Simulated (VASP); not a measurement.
Runs of VASP 6.6.1 on AlRu. The structure is that of space group Pm-3m (No. 221), or close to it. The cells are those of the table. 

```csv
task,cell,k mesh,cutoff (eV),gap on the mesh (eV),pressure (GPa),relaxed volume (Å³/atom)
relaxation of cell and atoms,"relaxed from a = 2.982 Å, 2 atoms",6 × 6 × 6,600,none,0.0,13.55
single point,"a = 3.003 Å, 2 atoms",18 × 18 × 18,520,none,0.0,-
relaxation of cell and atoms,"relaxed from a = 3.005 Å, 2 atoms",18 × 18 × 18,600,none,0.0,13.55
single point,"a = 3.005 Å, 2 atoms",6 × 6 × 6,520,none,(a),-
single point,"a = 2.982 Å, 2 atoms",6 × 6 × 6,520,none,4.5,-
```

Alike in all rows: level PBE; potentials or basis VASP PAW PBE potentials, release 64 (Al, Ru_pv); no spin polarisation; smearing gaussian 0.1 eV.

Question: Fill in the values left out.

Answer: (a) -0.2.

A k mesh can miss the band edges, and the runs leave out spin-orbit coupling on Ru.

A gap of «none» marks levels without a gap at the run's occupations.
